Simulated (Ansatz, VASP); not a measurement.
# Two plane-wave programs on Pt

```
CELL_PARAMETERS angstrom
4.81110 0.00000 0.00000
-2.40555 4.16654 0.00000
0.00000 0.00000 29.20180
ATOMIC_POSITIONS crystal
Pt 0.98728 0.33371 0.55257
Pt 0.65360 0.66624 0.55257
Pt 0.32110 0.00004 0.55255
Pt 0.98881 0.00002 0.63237
Pt 0.65541 0.33332 0.63252
Pt 0.32211 0.66671 0.63251
Pt 0.99048 0.66678 0.71147
Pt 0.65719 0.00003 0.71146
Pt 0.32372 0.33330 0.71147
Pt 0.99137 0.33336 0.79133
Pt 0.65806 0.66674 0.79133
Pt 0.32471 0.00004 0.79133
```

Alike in both runs: functional PBE; k mesh 9 × 9 × 1; occupations methfessel-paxton of order 1, width 0.1 eV; no spin polarisation.

Ansatz relaxed the structure, and its values are those at the end. VASP's run is a single point on that final structure, the one shown.

```csv
,VASP,Ansatz
version,VASP 6.6.1,Ansatz 0.2.0
potentials or method,"VASP PAW PBE potentials, release 64 (Pt), cutoff 400 eV","scalar-relativistic, plane waves, PAW"
valence electrons in the cell,120,216
```

```csv
,VASP,Ansatz,Ansatz less VASP
gap on the k mesh at the Fermi level (eV),none,none,-
rms of the force components (eV/Å),0.012,0.007,-0.0050
```

A gap of «none» marks a metal or a gap that the smearing closes. VASP's potentials hold 120 valence electrons a cell and Ansatz's 216, so a difference there can come from the potentials and not from the codes.

Neither program's run includes spin-orbit coupling.
